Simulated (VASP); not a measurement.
Here is a VASP 6.6.1 calculation.

Contents of INCAR:

```
SYSTEM = Te
  PREC = Accurate
  ENCUT = 600
  EDIFF = 1E-6
  ISMEAR = 0
  SIGMA = 0.1
  LREAL = .FALSE.
  LASPH = .TRUE.
  NELM = 80
  ALGO = Normal
  ISIF = 3
  LWAVE = .FALSE.
  LCHARG = .FALSE.
  GGA = PE
  IBRION = 2
  NSW = 100
  EDIFFG = -0.01
```

The input KPOINTS:

```
regular mesh
0
G
  18 18 2
  0 0 0
```

The input POSCAR:

```
Te
1.0
    3.3040915955      0.0000000000      0.0000000000
   -1.6520457977      2.8614272581      0.0000000000
    0.0000000000      0.0000000000     24.0122504711
Te
4
Direct
    0.0000000000      0.0000000000      0.5580539873
    0.0000000000      0.0000000000      0.4419460127
    0.3333333333      0.6666666667      0.3037846793
    0.6666666667      0.3333333333      0.6962153207
```

Potentials or basis: VASP PAW PBE potentials, release 64 (Te).

Run with:

```console
$ cat potpaw_PBE.64/Te/POTCAR > POTCAR
$ mpirun -np 1 vasp_std > vasp.out
```

Problem. Predict the band gap on the k mesh.

Solution. Zero (bands 12 and 13 overlap by 5.70 eV).

Problem. Predict the space group after relaxing (to 0.1 Å).

Solution. P-3m1 (No. 164).

Forces in eV/Å, atoms in the order of the input:
```
Te   0.000  0.000  0.002
Te   0.000  0.000 -0.002
Te   0.000  0.000 -0.004
Te   0.000  0.000  0.004
```

Caveat: spin-orbit coupling is left out, which moves the levels of the heavy elements.
